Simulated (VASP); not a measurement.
# MoRh (P-6m2) in VASP: notebook

Runs on MoRh. Level: LDA. Tasks: single point.

Everything below comes from runs of VASP 6.6.1. Logs are shortened: lines on timing, memory, paths and dates and some standing lists are left out, and cuts for length are marked.

## 1. The cell of the first run

The structure is hexagonal, space group P-6m2 (No. 187). Conventional cell: a = 2.795 Å, b = 2.795 Å, c = 4.437 Å, α = 90.00°, β = 90.00°, γ = 120.00°. Mo (site symmetry -6m2) has 6 Rh at 2.74 Å and 6 Mo at 2.80 Å within 3.6 Å. Rh (site symmetry -6m2) has 6 Mo at 2.74 Å and 6 Rh at 2.80 Å within 3.6 Å.

## 2. Single point, LDA

INCAR

```
SYSTEM = MoRh
PREC = Accurate
ENCUT = 500
EDIFF = 1E-6
ISMEAR = 1
SIGMA = 0.1
LREAL = .FALSE.
LASPH = .TRUE.
NELM = 120
ALGO = Normal
ISIF = 2
LWAVE = .FALSE.
LCHARG = .FALSE.
GGA = CA
NBANDS = 22
GGA_COMPAT = .FALSE.
```

KPOINTS

```
Automatic mesh
0
G
  12 12 7
  0 0 0
```

POSCAR

```
MoRh
1.0
    2.7954300000      0.0000000000      0.0000000000
   -1.3977150000      2.4209133945      0.0000000000
    0.0000000000      0.0000000000      4.4373700000
Mo Rh
1 1
Direct
    0.0000000000      0.0000000000      0.5000000000
    0.3333333333      0.6666666667      0.0000000000
```

Potentials or basis: VASP PAW LDA potentials, release 64 (Mo_sv, Rh_pv).

Launch:

```console
> cat potpaw_LDA.64/Mo_sv/POTCAR potpaw_LDA.64/Rh_pv/POTCAR > POTCAR
> mpirun -np 1 vasp_std > vasp.out
```

OUTCAR:

```text
SYSTEM = MoRh
   PREC = Accurate
   ENCUT = 500
   EDIFF = 1E-6
   ISMEAR = 1
   LREAL = .FALSE.
   LASPH = .TRUE.
   NELM = 120
   ISIF = 2
   GGA = CA

 ion  position               nearest neighbor table
   1  0.000  0.000  0.500-   2 2.74   2 2.74   2 2.74   2 2.74   2 2.74   2 2.74
   2  0.333  0.667  0.000-   1 2.74   1 2.74   1 2.74   1 2.74   1 2.74   1 2.74

  LATTYP: Found a hexagonal cell.
 ALAT       =     2.7954300000
 C/A-ratio  =     1.5873658078

  Lattice vectors:

 A1 = (   2.7954300000,   0.0000000000,   0.0000000000)
 A2 = (  -1.3977150000,   2.4209133945,   0.0000000000)
 A3 = (   0.0000000000,   0.0000000000,   4.4373700000)

Analysis of symmetry for initial positions (statically):
=====================================================================
 Subroutine PRICEL returns:
 Original cell was already a primitive cell.

 Routine SETGRP: Setting up the symmetry group for a
 hexagonal supercell.

 Subroutine GETGRP returns: Found 12 space group operations
 (whereof 12 operations were pure point group operations)
 out of a pool of 24 trial point group operations.

The static configuration has the point symmetry D_3h.

Analysis of symmetry for dynamics (positions and initial velocities):
=====================================================================
 Subroutine PRICEL returns:
 Original cell was already a primitive cell.

 Routine SETGRP: Setting up the symmetry group for a
 hexagonal supercell.

 Subroutine GETGRP returns: Found 12 space group operations
 (whereof 12 operations were pure point group operations)
 out of a pool of 24 trial point group operations.

The dynamic configuration has the point symmetry D_3h.

 Subroutine INISYM returns: Found 12 space group operations
 (whereof 12 operations are pure point group operations),
 and found     1 'primitive' translations

----------------------------------------------------------------------------------------

                                     Primitive cell

  volume of cell :      30.0299

  direct lattice vectors                    reciprocal lattice vectors
     2.795430000  0.000000000  0.000000000     0.357726718  0.206533617  0.000000000
    -1.397715000  2.420913394  0.000000000     0.000000000  0.413067234  0.000000000
     0.000000000  0.000000000  4.437370000     0.000000000  0.000000000  0.225358715

  length of vectors
     2.795430000  2.795430000  4.437370000     0.413067234  0.413067234  0.225358715

  position of ions in fractional coordinates (direct lattice)
     0.000000000  0.000000000  0.500000000
     0.333333333  0.666666667  0.000000000

  ion indices of the primitive-cell ions
   primitive index   ion index
                 1           1
                 2           2

----------------------------------------------------------------------------------------

 KPOINTS: Automatic mesh

Automatic generation of k-mesh.
 Grid dimensions read from file:
 generate k-points for:   12   12    7

 Generating k-lattice:

  Cartesian coordinates                     Fractional coordinates (reciprocal lattice)
     0.029810560  0.017211135  0.000000000     0.083333333  0.000000000  0.000000000
     0.000000000  0.034422270  0.000000000     0.000000000  0.083333333  0.000000000
     0.000000000  0.000000000  0.032194102     0.000000000  0.000000000  0.142857143

  Length of vectors
     0.034422270  0.034422270  0.032194102

  Shift w.r.t. Gamma in fractional coordinates (k-lattice)
     0.000000000  0.000000000  0.000000000

 Subroutine IBZKPT returns following result:
 ===========================================

 Found     76 irreducible k-points:

 Following reciprocal coordinates:
            Coordinates               Weight
  0.000000  0.000000  0.000000      1.000000
  0.083333 -0.000000  0.000000      6.000000
  0.166667 -0.000000  0.000000      6.000000
  0.250000 -0.000000  0.000000      6.000000
  0.333333 -0.000000  0.000000      6.000000
  0.416667 -0.000000  0.000000      6.000000
[... 16 lines left out ...]
  0.250000 -0.000000  0.142857     12.000000
  0.333333 -0.000000  0.142857     12.000000
 [... further k-points ...]
   k-points           NKPTS =     76   k-points in BZ     NKDIM =     76   number of bands    NBANDS=     22
   number of dos      NEDOS =    301   number of ions     NIONS =      2
   total plane-waves  NPLWV =  12800
   dimension x,y,z NGX =    20 NGY =   20 NGZ =   32
   dimension x,y,z NGXF=    40 NGYF=   40 NGZF=   64
   ions per type =               1   1
   NGX,Y,Z   is equivalent  to a cutoff of  11.89, 11.89, 11.99 a.u.
   NGXF,Y,Z  is equivalent  to a cutoff of  23.79, 23.79, 23.98 a.u.
 SYSTEM =  MoRh
   PREC   = accura    normal or accurate (medium, high low for compatibility)
   ISTART =      0    job   : 0-new  1-cont  2-samecut
   ICHARG =      2    charge: 1-file 2-atom 10-const
   ISPIN  =      1    spin polarized calculation?
   LNONCOLLINEAR =      F non collinear calculations
   LSORBIT =      F    spin-orbit coupling
   LASPH  =      T    aspherical Exc in radial PAW
   ENCUT  =  500.0 eV  36.75 Ry    6.06 a.u.   5.10  5.10  8.09*2*pi/ulx,y,z
   NELM   =    120;   NELMIN=  2; NELMDL= -5     # of ELM steps
   EDIFF  = 0.1E-05   stopping-criterion for ELM
   LREAL  =      F    real-space projection
   EDIFFG = 0.1E-04   stopping-criterion for IOM
   NSW    =      0    number of steps for IOM
   IBRION =     -1    ionic relax: 0-MD 1-quasi-New 2-CG
   NFREE  =      0    steps in history (QN), initial steepest desc. (CG)
   ISIF   =      2    stress and relaxation
   ISYM   =      2    0-nonsym 1-usesym 2-fastsym
   POTIM  = 0.5000    time-step for ionic-motion
   TEBEG  =    0.0;   TEEND  =   0.0 temperature during run
   PSTRESS=    0.0 pullay stress
   NELECT =      29.0000    total number of electrons
   NUPDOWN=      -1.0000    fix difference up-down
   EMIN   =  10.00;   EMAX   =-10.00  energy-range for DOS
   EFERMI =   0.00;   METHOD = LEGACY
   ISMEAR =     1;   SIGMA  =   0.10  broadening in eV -4-tet -1-fermi 0-gaus
   EFERMI_NEDOS =   21; number of points for ismear=-14 and -15
   IALGO  =     38    algorithm
   IMIX   =      4    mixing-type and parameters
     AMIX     =   0.40;   BMIX     =  1.00
     AMIX_MAG =   1.60;   BMIX_MAG =  1.00
  volume/ion in A,a.u.               =      15.01       101.33
  Fermi-wavevector in a.u.,A,eV,Ry     =   1.618166  3.057890 35.626314  2.618460
  Thomas-Fermi vector in A             =   2.712473
   LORBIT       =      0    0 simple, 1 ext, 2 COOP (PROOUT), +10 PAW based schemes
   GGA     = CA    functional components
   LHFCALC =     F    Hartree Fock is set to
   AEXX    =    0.0000 exact exchange contribution
   IVDW    =     0    specifies the selected vdW correction
   LEPSILON=     F    determine dielectric tensor
   LRPA    =     F    only Hartree local field effects (RPA)
 non-spin polarized calculation
 Methfessel and Paxton  Order N= 1 SIGMA  =   0.10
  energy-cutoff  :      500.00
  volume of cell :       30.03
 maximum number of plane-waves:       777
   NGX = 11   NGY = 11   NGZ = 17

 number of electron      28.9999988 magnetization

 Free energy of the ion-electron system (eV)
  ---------------------------------------------------
  ext. energy  EPLUGINS =         0.00000000
  ---------------------------------------------------
  free energy    TOTEN  =       -20.96298874 eV

  energy without entropy =      -20.96419188  energy(sigma->0) =      -20.96338979

 E-fermi :  11.6196     XC(G=0): -13.8150

 val. band max:       11.6013633649   @ k =   0.5000  -0.0000   0.1429
 cond. band min:      11.6462066869   @ k =   0.4167  -0.0000   0.2857
 fundamental gap:      0.0448433220
 Fermi energy:        11.6196452604

 k-point     1 :       0.0000    0.0000    0.0000
  band No.  band energies     occupation
      1     -49.0089      2.00000
      2     -34.8747      2.00000
      3     -34.5506      2.00000
      4     -34.5506      2.00000
      5     -23.3220      2.00000
      6     -22.6225      2.00000
[... 14 lines left out ...]
     21      25.5819      0.00000
     22      28.2333      0.00000

 k-point     2 :       0.0833   -0.0000    0.0000
  band No.  band energies     occupation
      1     -48.9974      2.00000
      2     -34.8705      2.00000
      3     -34.5767      2.00000
      4     -34.5570      2.00000
      5     -23.3127      2.00000
      6     -22.7016      2.00000
[... 14 lines left out ...]
     21      26.0737      0.00000
     22      28.5207      0.00000

 k-point     3 :       0.1667   -0.0000    0.0000
  band No.  band energies     occupation
      1     -48.9658      2.00000
      2     -34.8589      2.00000
      3     -34.6475      2.00000
      4     -34.5743      2.00000
      5     -23.2872      2.00000
      6     -22.9144      2.00000
[... 14 lines left out ...]
     21      26.8481      0.00000
     22      28.8260      0.00000

 k-point     4 :       0.2500   -0.0000    0.0000
  band No.  band energies     occupation
      1     -48.9223      2.00000
      2     -34.8430      2.00000
      3     -34.7434      2.00000
      4     -34.5978      2.00000
      5     -23.2521      2.00000
      6     -23.1975      2.00000
[... 14 lines left out ...]
     21      25.0463      0.00000
     22      27.5600      0.00000

 k-point     5 :       0.3333   -0.0000    0.0000
  band No.  band energies     occupation
      1     -48.8785      2.00000
      2     -34.8382      2.00000
      3     -34.8270      2.00000
      4     -34.6212      2.00000
      5     -23.4726      2.00000
      6     -23.2166      2.00000
[... 14 lines left out ...]
     21      22.5397      0.00000
     22      25.9562      0.00000

 k-point     6 :       0.4167   -0.0000    0.0000
  band No.  band energies     occupation
      1     -48.8461      2.00000
      2     -34.9071      2.00000
      3     -34.8154      2.00000
      4     -34.6383      2.00000
      5     -23.6694      2.00000
      6     -23.1905      2.00000
[... 14 lines left out ...]
     21      22.1339      0.00000
     22      24.4916      0.00000

 k-point     7 :       0.5000   -0.0000    0.0000
  band No.  band energies     occupation
      1     -48.8342      2.00000
      2     -34.9321      2.00000
      3     -34.8111      2.00000
      4     -34.6446      2.00000
      5     -23.7405      2.00000
      6     -23.1808      2.00000
[... 324 lines left out ...]
      6     -22.6227      2.00000
[... 14 lines left out ...]
     21      25.3093      0.00000
     22      28.1207      0.00000

 k-point    21 :       0.0833   -0.0000    0.1429
  band No.  band energies     occupation
      1     -48.9978      2.00000
      2     -34.8675      2.00000
      3     -34.5767      2.00000
      4     -34.5569      2.00000
      5     -23.3207      2.00000
      6     -22.7016      2.00000
[... 14 lines left out ...]
     21      25.7878      0.00000
     22      28.4253      0.00000

 k-point    22 :       0.1667   -0.0000    0.1429
  band No.  band energies     occupation
      1     -48.9661      2.00000
      2     -34.8565      2.00000
      3     -34.6477      2.00000
      4     -34.5742      2.00000
      5     -23.2933      2.00000
      6     -22.9137      2.00000
[... 14 lines left out ...]
     21      26.6969      0.00000
     22      28.3589      0.00000

 k-point    23 :       0.2500   -0.0000    0.1429
  band No.  band energies     occupation
      1     -48.9225      2.00000
      2     -34.8416      2.00000
      3     -34.7438      2.00000
      4     -34.5977      2.00000
      5     -23.2562      2.00000
      6     -23.1956      2.00000
[... 14 lines left out ...]
     21      25.2669      0.00000
     22      27.6091      0.00000

 k-point    24 :       0.3333   -0.0000    0.1429
  band No.  band energies     occupation
      1     -48.8786      2.00000
      2     -34.8392      2.00000
      3     -34.8262      2.00000
      4     -34.6211      2.00000
      5     -23.4709      2.00000
      6     -23.2175      2.00000
[... 14 lines left out ...]
     21      23.4753      0.00000
     22      26.3758      0.00000

 [... further k-points ...]

------------------------ aborting loop because EDIFF is reached ----------------------------------------

  FORCE on cell =-STRESS in cart. coord.  units (eV):
  Direction    XX          YY          ZZ          XY          YZ          ZX
  --------------------------------------------------------------------------------------
  -------------------------------------------------------------------------------------
  Total       -3.3559022     -3.3559022     -2.8313121      0.0000000      0.0000000      0.0000000
  in kB     -179.0467182   -179.0467182   -151.0583744      0.0000000      0.0000000      0.0000000
  external PRESSURE =    -169.7172703 kB  Pullay stress =       0.0000000 kB

 VOLUME and BASIS-vectors are now :
 -----------------------------------------------------------------------------
  energy-cutoff  :      500.00
  volume of cell :       30.03
      direct lattice vectors                 reciprocal lattice vectors
     2.795430000  0.000000000  0.000000000     0.357726718  0.206533617  0.000000000
    -1.397715000  2.420913394  0.000000000     0.000000000  0.413067234  0.000000000
     0.000000000  0.000000000  4.437370000     0.000000000  0.000000000  0.225358715

 POSITION                                       TOTAL-FORCE (eV/Angst)
 -----------------------------------------------------------------------------------
      0.00000      0.00000      2.21868        -0.000000      0.000000      0.000000
     -0.00000      1.61394      0.00000         0.000000     -0.000000      0.000000
 -----------------------------------------------------------------------------------
    total drift:                                0.000000     -0.000000     -0.000000

  FREE ENERGIE OF THE ION-ELECTRON SYSTEM (eV)
  ---------------------------------------------------
  free  energy   TOTEN  =       -20.9629887421 eV

  energy  without entropy=      -20.9641918832  energy(sigma->0) =      -20.96338979
```

Wall time 45 s (1 thread of AMD EPYC 7R43 (Zen 3), shared host); peak memory 0.12 GiB.

Results:

```yaml
Free_energy: -20.9630 eV
Pressure: -17.0 GPa
Band_gap_on_the_k_mesh: zero (an odd number of electrons rules out a gap without spin polarisation)
```

Levels at points of the mesh, in eV from the Fermi level:
```csv
k point,band 12,band 13,band 14,band 15,band 16,band 17,band 18,band 19
"(0.00, 0.00, 0.00)",-1.84,-1.44,-1.44,-0.54,-0.54,1.36,2.44,2.44
"(0.50, 0.00, 0.00)",-1.64,-1.50,-0.82,0.34,2.73,3.82,4.14,6.68
```

Caveat: the cell stands under tension.

## 3. Single point, LDA

INCAR

```
PREC     = Accurate       # precision mode
ENCUT    = 500            # plane-wave cutoff, eV
EDIFF    = 1E-6           # SCF threshold, eV
ISMEAR   = 1              # smearing method
SIGMA    = 0.1            # smearing width, eV
LREAL    = F              # projectors in reciprocal space
LASPH    = T              # aspherical terms in the spheres
NELM     = 120            # most SCF steps
ALGO     = Normal         # electronic algorithm
ISIF     = 2              # what is computed and relaxed
LWAVE    = F              # write WAVECAR
LCHARG   = F              # write CHGCAR
GGA      = CA             # functional
NBANDS   = 22             # bands
GGA_COMPAT= F
```

KPOINTS

```
Automatic mesh
0
Gamma
  12 12 7
```

POSCAR is that of step 2.

Potentials or basis: VASP PAW LDA potentials, release 64 (Mo_sv, Rh_pv).

Launch:

```console
> cat potpaw_LDA.64/Mo_sv/POTCAR potpaw_LDA.64/Rh_pv/POTCAR > POTCAR
> mpirun -np 1 vasp_std > vasp.out
```

It took 46 s on 1 thread of AMD EPYC 7R43 (Zen 3), shared host; peak memory 0.12 GiB.

Results (log left out):

- Free energy: -20.9630 eV
- Pressure: -17.0 GPa
- Band gap on the k mesh: zero (an odd number of electrons rules out a gap without spin polarisation)

Stress tensor (GPa, compression positive):
```
-17.90   0.00   0.00
  0.00 -17.90   0.00
  0.00   0.00 -15.11
```

Levels at points of the mesh, in eV from the Fermi level:
```tsv
k point	band 13	band 14	band 15	band 16	band 17	band 18
(0.00, 0.00, 0.00)	-1.44	-1.44	-0.54	-0.54	1.36	2.44
(0.50, 0.00, 0.00)	-1.50	-0.82	0.34	2.73	3.82	4.14
```

Caveat: the cell stands under tension.
